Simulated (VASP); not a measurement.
A run of VASP 6.6.1:

The input INCAR:

```
  PREC = Accurate
  ENCUT = 520
  EDIFF = 1E-6
  ISMEAR = -1
  SIGMA = 0.1
  LREAL = F
  LASPH = T
  NELM = 100
  ALGO = Normal
  ISIF = 2
  LWAVE = F
  LCHARG = T
  GGA = PS
  LELF = T
  LVHAR = T
  NBANDS = 12
```

KPOINTS

```
regular mesh
0
Gamma
  15 15 15
```

Contents of POSCAR:

```
Cd
1.0
   -1.4743594656      1.4743594656      1.4743594656
    1.4743594656     -1.4743594656      1.4743594656
    1.4743594656      1.4743594656     -1.4743594656
Cd
1
Direct
    0.0000000000      0.0000000000      0.0000000000
```

Potentials or basis: VASP PAW PBE potentials, release 64 (Cd).

The run is started by

```bash
$ cat potpaw_PBE.64/Cd/POTCAR > POTCAR
$ mpirun -np 1 vasp_std > vasp.out
```

Hardware: 1 thread of Intel Xeon 6975P-C, with other jobs on the host.

**Question.** How long does it take, and how much memory?

**Answer.** It took 9.4 s on 1 thread of Intel Xeon 6975P-C, on a shared host, peak memory 0.14 GiB. Counts: scf iterations 11, k points 120.
